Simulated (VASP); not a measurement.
Set up this calculation in VASP 6.6.1, as the native input.

```yaml
Task: single point
Functional: PBEsol
Potentials_or_basis: VASP PAW PBE potentials, release 64 (Pt, S)
Cutoff: 500 eV
k_mesh: 4 × 4 × 4
Occupations: fermi-dirac, width 0.02 eV
Spin: no spin polarisation
Dipole_correction: no
Further_INCAR_settings: ALGO = Normal; EDIFF = 1e-06; NBANDS = 18
```

The structure of PtS2 lies in POSCAR:

```
PtS2
1.0
    0.0000000000      2.9757935506      2.9757935506
    2.9757935506      0.0000000000      2.9757935506
    2.9757935506      2.9757935506      0.0000000000
Pt S
1 2
Direct
    0.0000000000      0.0000000000      0.0000000000
    0.2500000000      0.2500000000      0.2500000000
    0.7500000000      0.7500000000      0.7500000000
```

These files were run (other wordings do the same):

INCAR

```
SYSTEM = PtS2
ALGO = Normal ; EDIFF = 1E-6
ENCUT = 500 ; GGA = PS
GGA_COMPAT = .False. ; ISIF = 2
ISMEAR = -1 ; LASPH = .True.
LCHARG = .False. ; LREAL = .False.
LWAVE = .False. ; NBANDS = 18
NELM = 120 ; PREC = Accurate
SIGMA = 0.02
```

KPOINTS

```
k-points
0
Gamma
  4 4 4
  0 0 0
```

Potentials or basis: VASP PAW PBE potentials, release 64 (Pt, S).

Launch:

```console
$ cat potpaw_PBE.64/Pt/POTCAR potpaw_PBE.64/S/POTCAR > POTCAR
$ mpirun -np 1 vasp_std > vasp.out
```

It gave:

* Pressure: -4.1 GPa
* Band gap on the k mesh: zero (bands 11 and 12 overlap by 0.62 eV)

Caveat: the k points lie up to 0.46 Å⁻¹ apart, too coarse for converged energies and pressures of a metal; the PAW data sets were made with another functional, which shifts forces and pressure a little; spin-orbit coupling is left out, which moves the levels of the heavy elements.

It took 4.3 s on 1 thread of Intel(R) Xeon(R) 6975P-C (Granite Rapids) (shared host), peak memory 0.17 GiB.
